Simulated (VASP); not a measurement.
A run of VASP 6.6.1:

File INCAR:

```
SYSTEM = P2O
PREC = Accurate ; ENCUT = 520
EDIFF = 1E-7 ; ISMEAR = -1
SIGMA = 0.06122561905347299 ; LREAL = .False.
LASPH = .True. ; NELM = 60
ALGO = Normal ; ISIF = 2
LWAVE = .False. ; LCHARG = .True.
GGA = PE ; LELF = .True.
LVHAR = .True. ; NBANDS = 15
```

The input KPOINTS:

```
Automatic mesh
0
Gamma
  18 18 18
  0 0 0
```

Contents of POSCAR:

```
P2O
1.0
    0.0000000000      2.6780461611      2.6780461611
    2.6780461611      0.0000000000      2.6780461611
    2.6780461611      2.6780461611      0.0000000000
P O
2 1
Direct
    0.2500000000      0.2500000000      0.2500000000
    0.7500000000      0.7500000000      0.7500000000
    0.0000000000      0.0000000000      0.0000000000
```

Potentials or basis: VASP PAW PBE potentials, release 64 (P, O).

Run with:

```console
$ cat potpaw_PBE.64/P/POTCAR potpaw_PBE.64/O/POTCAR > POTCAR
$ mpirun -np 1 vasp_std > vasp.out
```

Hardware: 1 thread of AMD EPYC 9R45 96-Core Processor (Zen 5) (shared host).

**Question.** How long does it take, and how much memory?

**Answer.** Wall time 55 s on 1 thread of AMD EPYC 9R45 96-Core Processor (Zen 5) (shared host), peak memory 0.19 GiB. Counts: scf iterations 14, k points 195.
